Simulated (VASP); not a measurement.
Set up this calculation in VASP 6.6.1, as the native input.

| Item | Value |
| --- | --- |
| Task | single point |
| Functional | PBE |
| Dispersion | D3(BJ) |
| Potentials or basis | VASP PAW PBE potentials, release 64 (Hg) |
| Cutoff | 520 eV |
| k mesh | 18 × 18 × 10 |
| Occupations | gaussian, width 0.15 eV |
| Spin | no spin polarisation |
| Dipole correction | no |
| Further INCAR settings | ALGO = Fast; EDIFF = 1e-07; NBANDS = 19 |

The structure of Hg lies in POSCAR:

```
Hg
1.0
    3.3512615112      0.0000000000      0.0000000000
   -1.6756307556      2.9022776034      0.0000000000
    0.0000000000      0.0000000000      5.5007606445
Hg
2
Direct
    0.6666666667      0.3333333333      0.7500000000
    0.3333333333      0.6666666667      0.2500000000
```

One way to write it, as run:

INCAR

```
SYSTEM = Hg
ALGO = Fast
EDIFF = 1E-7
ENCUT = 520
GGA = PE
ISIF = 2
ISMEAR = 0
IVDW = 12
LASPH = .TRUE.
LCHARG = .TRUE.
LELF = .TRUE.
LREAL = .FALSE.
LVHAR = .TRUE.
LWAVE = .FALSE.
NBANDS = 19
NELM = 100
PREC = Accurate
SIGMA = 0.15
```

KPOINTS

```
k-points
0
G
  18 18 10
  0 0 0
```

Potentials or basis: VASP PAW PBE potentials, release 64 (Hg).

Launch:

```console
$ cat potpaw_PBE.64/Hg/POTCAR > POTCAR
$ mpirun -np 1 vasp_std > vasp.out
```

It gave:

- Pressure: -0.4 GPa
- Band gap on the k mesh: zero (bands 12 and 13 overlap by 0.81 eV)
- Dispersion energy per atom: -0.391 eV

Caveat: spin-orbit coupling is left out, which moves the levels of the heavy elements.

It took 2.8 min on 1 thread of Intel(R) Xeon(R) 6975P-C (Granite Rapids), on a shared host, peak memory 0.32 GiB.
